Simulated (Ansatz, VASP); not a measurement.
## MnO in VASP and in Ansatz

```
Mn O
1.0
     0.00000    2.19955    2.19955
     2.19955    0.00000    2.19955
     2.19955    2.19955    0.00000
Mn O
1 1
Cartesian
  0.0000 0.0000 0.0000
  2.1996 2.1996 2.1996
```

Change from the starting cell: volume scaled by 0.97.

Alike in both runs: task single point; functional PBE; k mesh 16 × 16 × 16; occupations fermi-dirac, width 0.05 eV; collinear spin.

|  | VASP | Ansatz |
| --- | --- | --- |
| version | VASP 6.6.1 | Ansatz 0.2.0 |
| potentials or method | VASP PAW PBE potentials, release 64 (Mn_pv, O), cutoff 520 eV | all-electron LAPW, scalar-relativistic |

Ansatz gave:

```
pressure (GPa)                                                : 3.2
net moment per atom (μB)                                      : 2.34
size of the moment on the site where the two differ most (μB) : 0.22
```

**Question.** What did VASP give for the same quantities?

**Answer.** Pressure (GPa): 3.4; net moment per atom (μB): 2.34; size of the moment on the site where the two differ most (μB): 0.19.

Site moments also hang on the region over which each program counts them. Ansatz ran all-electron here, and VASP with PAW potentials.
